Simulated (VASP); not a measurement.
Set up this calculation in VASP 6.6.1, as the native input.

| Item | Value |
| --- | --- |
| Task | single point |
| Functional | r2SCAN |
| Potentials or basis | VASP PAW PBE potentials, release 64 (B, As) |
| Cutoff | 520 eV |
| k mesh | 10 × 10 × 10 |
| Occupations | gaussian, width 0.01 eV |
| Spin | no spin polarisation |
| Dipole correction | no |
| Further INCAR settings | ALGO = Normal; EDIFF = 1e-06; NBANDS = 11 |

Crystal: BAs.

```xyz
2
Lattice="0.0000 2.3919 2.3919 2.2723 0.0000 2.3919 2.2723 2.3919 0.0000" Properties=species:S:1:pos:R:3 pbc="T T T"
B     0.0000    0.0000    0.0000
As    1.1361    1.1959    1.1959
```

This cell differs from its parent crystal: uniaxial x strain -5.0%.

One way to write it, as run:

POSCAR

```
BAs
1.0
    0.0000000000      2.3918676074      2.3918676074
    2.2722742270      0.0000000000      2.3918676074
    2.2722742270      2.3918676074      0.0000000000
B As
1 1
Direct
    0.0000000000      0.0000000000      0.0000000000
    0.2500000000      0.2500000000      0.2500000000
```

INCAR.step1

```
ALGO = Normal ; EDIFF = 1E-4
ENCUT = 520 ; GGA = PE
ISMEAR = 0 ; LASPH = T
LCHARG = F ; LREAL = F
LWAVE = T ; NBANDS = 11
NELM = 60 ; PREC = Accurate
SIGMA = 0.01
```

INCAR.step2

```
ALGO = Normal ; EDIFF = 1E-6
ENCUT = 520 ; ISIF = 2
ISMEAR = 0 ; ISTART = 1
LASPH = T ; LCHARG = F
LMIXTAU = T ; LREAL = F
LWAVE = F ; METAGGA = R2SCAN
NBANDS = 11 ; NELM = 60
PREC = Accurate ; SIGMA = 0.01
```

KPOINTS

```
k-points
0
Gamma
  10 10 10
```

Potentials or basis: VASP PAW PBE potentials, release 64 (B, As).

The run is started by

```sh
$ cat potpaw_PBE.64/B/POTCAR potpaw_PBE.64/As/POTCAR > POTCAR
$ cp INCAR.step1 INCAR
$ mpirun -np 1 vasp_std > vasp.out
$ cp INCAR.step2 INCAR
$ mpirun -np 1 vasp_std > vasp.out
```

Results of the run:

| Item | Value |
| --- | --- |
| Pressure | 8.4 GPa |
| Band gap on the k mesh | 0.50 eV (least direct gap 2.93 eV) |

Caveat: the cell differs from its parent crystal (uniaxial x strain -5.0%); the cell stands under pressure; the PAW data sets were made with another functional, which shifts forces and pressure a little.

Wall time 2.3 min on 1 thread of Intel(R) Xeon(R) Platinum 8488C (Sapphire Rapids), on a shared host, peak memory 0.18 GiB.
